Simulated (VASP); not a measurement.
O: relaxation of the atoms with PBE+D3(BJ)

The system is O.

```
O
1.0
     7.15700    0.00000    0.00000
     0.00000    7.15700    0.00000
     0.00000    0.00000    7.15700
O
12
Direct
  0.15436 0.06353 0.71732
  0.18862 0.20535 0.62233
  0.73930 0.88432 0.26588
  0.75748 0.73273 0.18223
  0.51297 0.86405 0.63552
  0.46249 0.73781 0.52679
  0.27202 0.17287 0.24750
  0.18259 0.32223 0.24684
  0.55758 0.46045 0.73642
  0.57048 0.47026 0.90976
  0.05618 0.55134 0.52428
  0.91435 0.52292 0.42741
```

* Program: VASP 6.6.1
* Task: relaxation of the atoms
* Functional: PBE
* Dispersion: D3(BJ)
* Potentials or basis: VASP PAW PBE potentials, release 64 (O)
* Cutoff: 520 eV
* k mesh: 1 × 1 × 1
* Occupations: fermi-dirac, width 0.05 eV
* Spin: collinear spin, ferromagnetic start
* Starting moments: [1.0, 1.0, 1.0, 1.0, 1.0, 1.0, 1.0, 1.0, 1.0, 1.0, 1.0, 1.0] μB
* Dipole correction: no
* Further INCAR settings: ALGO = Normal; EDIFF = 1e-06; IBRION = 2; EDIFFG = -0.3; NSW = 35

The energy gained by relaxing is 11.5 meV/atom, the ionic steps are 6 and the pressure after relaxing is 0.2 GPa. The largest force after relaxing is 0.240 eV/Å and the band gap on the k mesh is 1.70 eV. The net moment is 12.00 μB per cell and the site moments are O +0.81, +0.82 μB. The valence electrons inside the program's atomic spheres are O 4.89. The dispersion energy per atom is -0.024 eV.

Forces in eV/Å, atoms in the order of the input:
```
O   -0.055 -0.043  0.057
O    0.006 -0.062  0.165
O    0.059  0.043 -0.051
O   -0.085  0.148 -0.169
O    0.027 -0.028 -0.021
O   -0.099  0.179 -0.071
O    0.077 -0.080 -0.112
O    0.075 -0.041 -0.206
O    0.066 -0.168  0.115
O   -0.017 -0.054  0.021
O   -0.056  0.167  0.080
O    0.003 -0.061  0.193
```

Stress tensor (GPa, compression positive):
```
 0.05 -0.27 -0.03
-0.27  0.28 -0.22
-0.03 -0.22  0.39
```

The path:
```tsv
step	energy change (eV)	largest force (eV/Å)	pressure (GPa)
1	0.0000	1.1393	-0.58
2	1.5173	8.0364	7.89
3	-0.0444	0.3325	0.51
4	-0.0445	0.3309	0.48
5	-0.0707	0.3038	0.43
6	-0.1380	0.2401	0.24
```

Final structure:
```xyz
12
Lattice="7.1570 0.0000 0.0000 0.0000 7.1570 0.0000 0.0000 0.0000 7.1570" Properties=species:S:1:pos:R:3 pbc="T T T"
O     1.0945    0.4443    5.1464
O     1.3516    1.4568    4.4921
O     5.3010    6.3360    1.8930
O     5.3977    5.2810    1.2623
O     3.6766    6.1796    4.5454
O     3.2872    5.3261    3.7453
O     1.9587    1.2278    1.7454
O     1.3296    2.2865    1.7173
O     4.0063    3.2522    5.2955
O     4.0811    3.3552    6.5225
O     0.3908    3.9849    3.7750
O     6.5465    3.7248    3.1043
```

Levels at points of the mesh, in eV from the valence-band top:
Spin up:
```tsv
k point	band 40	band 41	band 42	band 43	band 44	band 45
(0.00, 0.00, 0.00)	-0.12	-0.08	0.00	5.65	7.41	7.66
```
Spin down:
```csv
k point,band 28,band 29,band 30,band 31,band 32,band 33
"(0.00, 0.00, 0.00)",-4.40,-4.35,-4.33,1.70,1.78,1.84
```

It took 4.5 min on 1 thread of Oxide Virtual Turin-like Processor (shared host), peak memory 0.45 GiB.

Caveat: the k points lie up to 0.88 Å⁻¹ apart; the standard files for N, O and F lose accuracy on very short bonds; the relaxation stopped at a loose force limit of 0.3 eV/Å, so its end isn't a converged minimum.
